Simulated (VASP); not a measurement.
# TaN (Fm-3m) in VASP: notebook, part 2 of 2

VASP 6.6.1.

### 3 Single point, PBE

Input file INCAR:

```
SYSTEM = TaN
PREC     = Accurate       ! precision mode
ENCUT    = 520            ! plane-wave cutoff, eV
EDIFF    = 1E-6           ! SCF threshold, eV
ISMEAR   = -1             ! smearing method
SIGMA    = 0.02           ! smearing width, eV
LREAL    = .False.        ! projectors in reciprocal space
LASPH    = .True.         ! aspherical terms in the spheres
NELM     = 60             ! most SCF steps
ALGO     = Normal         ! electronic algorithm
ISIF     = 2              ! what is computed and relaxed
LWAVE    = .False.        ! write WAVECAR
LCHARG   = .True.         ! write CHGCAR
GGA      = PE             ! functional
LELF     = .True.         ! ELF
LVHAR    = .True.       
NBANDS   = 15             ! bands
```

Input file KPOINTS:

```
regular mesh
0
Gamma
  11 11 11
  0 0 0
```

Input file POSCAR:

```
TaN
1.0
    0.0000000000      2.2085294952      2.2085294952
    2.2085294952      0.0000000000      2.2085294952
    2.2085294952      2.2085294952      0.0000000000
Ta N
1 1
Direct
    0.5000000000      0.5000000000      0.5000000000
    0.0000000000      0.0000000000      0.0000000000
```

Potentials or basis: VASP PAW PBE potentials, release 64 (Ta_pv, N).

Launch:

```bash
cat potpaw_PBE.64/Ta_pv/POTCAR potpaw_PBE.64/N/POTCAR > POTCAR
mpirun -np 1 vasp_std > vasp.out
```

OUTCAR:

```text
SYSTEM = TaN
   PREC = Accurate
   ENCUT = 520
   EDIFF = 1E-6
   ISMEAR = -1
   LREAL = .False.
   LASPH = .True.
   NELM = 60
   ISIF = 2
   GGA = PE

 ion  position               nearest neighbor table
   1  0.500  0.500  0.500-   2 2.21   2 2.21   2 2.21   2 2.21   2 2.21   2 2.21
   2  0.000  0.000  0.000-   1 2.21   1 2.21   1 2.21   1 2.21   1 2.21   1 2.21

  LATTYP: Found a face centered cubic cell.
 ALAT       =     4.4170589904

  Lattice vectors:

 A1 = (   0.0000000000,   2.2085294952,   2.2085294952)
 A2 = (   2.2085294952,   0.0000000000,   2.2085294952)
 A3 = (   2.2085294952,   2.2085294952,   0.0000000000)

Analysis of symmetry for initial positions (statically):
=====================================================================
 Subroutine PRICEL returns:
 Original cell was already a primitive cell.

 Routine SETGRP: Setting up the symmetry group for a
 face centered cubic supercell.

 Subroutine GETGRP returns: Found 48 space group operations
 (whereof 48 operations were pure point group operations)
 out of a pool of 48 trial point group operations.

The static configuration has the point symmetry O_h .

Analysis of symmetry for dynamics (positions and initial velocities):
=====================================================================
 Subroutine PRICEL returns:
 Original cell was already a primitive cell.

 Routine SETGRP: Setting up the symmetry group for a
 face centered cubic supercell.

 Subroutine GETGRP returns: Found 48 space group operations
 (whereof 48 operations were pure point group operations)
 out of a pool of 48 trial point group operations.

The dynamic configuration has the point symmetry O_h .

 Subroutine INISYM returns: Found 48 space group operations
 (whereof 48 operations are pure point group operations),
 and found     1 'primitive' translations

----------------------------------------------------------------------------------------
[... 116 lines left out ...]
  Thomas-Fermi vector in A             =   2.596299
   LORBIT       =      0    0 simple, 1 ext, 2 COOP (PROOUT), +10 PAW based schemes
   GGA     = PE    functional components
   LHFCALC =     F    Hartree Fock is set to
   AEXX    =    0.0000 exact exchange contribution
   IVDW    =     0    specifies the selected vdW correction
   LEPSILON=     F    determine dielectric tensor
   LRPA    =     F    only Hartree local field effects (RPA)
 non-spin polarized calculation
  energy-cutoff  :      520.00
  volume of cell :       21.54
 maximum number of plane-waves:       595
   NGX = 11   NGY = 11   NGZ = 11

 number of electron      16.0000003 magnetization

 Free energy of the ion-electron system (eV)
  ---------------------------------------------------
  ext. energy  EPLUGINS =         0.00000000
  ---------------------------------------------------
  free energy    TOTEN  =       -21.82169280 eV

  energy without entropy =      -21.82139514  energy(sigma->0) =      -21.82154397

 E-fermi :   9.4534     XC(G=0): -13.3653

 val. band max:        9.3477903165   @ k =  -0.3636   0.2727   0.0909
 cond. band min:       9.4575451026   @ k =   0.0000   0.0000   0.0000
 fundamental gap:      0.1097547860
 Fermi energy:         9.4533651831

 k-point     1 :       0.0000    0.0000    0.0000
  band No.  band energies     occupation
      1     -26.4078      2.00000
      2     -26.4078      2.00000
      3     -26.4078      2.00000
      4      -9.3557      2.00000
      5       5.6108      2.00000
      6       5.6108      2.00000
      7       5.6108      2.00000
      8       7.3271      2.00000
      9       7.3271      2.00000
     10       7.3271      2.00000
     11       9.4575      0.89588
     12       9.4575      0.89585
     13      10.8048      0.00000
     14      18.7963      0.00000
[... 401 lines left out ...]
      2     -26.5807      2.00000
      3     -26.4413      2.00000
      4      -7.7555      2.00000
      5       1.2154      2.00000
      6       2.6399      2.00000
      7       3.3944      2.00000
      8       8.7138      2.00000
      9       9.0900      2.00000
     10      10.7548      0.00000
     11      11.2174      0.00000
     12      14.9205      0.00000
     13      15.1998      0.00000
     14      21.7140      0.00000
     15      22.5690      0.00000

 [... further k-points ...]
[... 5 lines left out ...]
  --------------------------------------------------------------------------------------
  -------------------------------------------------------------------------------------
  Total        0.1053242      0.1053242      0.1053242      0.0000000     -0.0000000      0.0000000
  in kB        7.8324765      7.8324765      7.8324765      0.0000000     -0.0000000      0.0000000
  external PRESSURE =       7.8324765 kB  Pullay stress =       0.0000000 kB

 VOLUME and BASIS-vectors are now :
 -----------------------------------------------------------------------------
  energy-cutoff  :      520.00
  volume of cell :       21.54
      direct lattice vectors                 reciprocal lattice vectors
     0.000000000  2.208529495  2.208529495    -0.226394984  0.226394984  0.226394984
     2.208529495  0.000000000  2.208529495     0.226394984 -0.226394984  0.226394984
     2.208529495  2.208529495  0.000000000     0.226394984  0.226394984 -0.226394984

 POSITION                                       TOTAL-FORCE (eV/Angst)
 -----------------------------------------------------------------------------------
      2.20853      2.20853      2.20853         0.000000      0.000000      0.000000
      0.00000      0.00000      0.00000        -0.000000     -0.000000     -0.000000
 -----------------------------------------------------------------------------------
    total drift:                                0.000000     -0.000000     -0.000000

  FREE ENERGIE OF THE ION-ELECTRON SYSTEM (eV)
  ---------------------------------------------------
  free  energy   TOTEN  =       -21.8216927992 eV

  energy  without entropy=      -21.8213951388  energy(sigma->0) =      -21.82154397
```

It took 6.5 s on 1 thread of Intel Xeon 6975P-C (Granite Rapids), shared host; peak memory 0.14 GiB.

Results:

| Item | Value |
| --- | --- |
| Free energy | -21.8217 eV |
| Pressure | 0.8 GPa |
| Band gap on the k mesh | zero (band 8 reaches 11.04 eV, above the bottom of band 9 at 7.33 eV) |

Levels at points of the mesh, in eV from the Fermi level:
| k point | band 6 | band 7 | band 8 | band 9 | band 10 | band 11 |
| --- | --- | --- | --- | --- | --- | --- |
| (0.00, 0.00, 0.00) | -3.84 | -3.84 | -2.13 | -2.13 | -2.13 | 0.00 |

Caveat: spin-orbit coupling is left out, which moves the levels of the heavy elements.
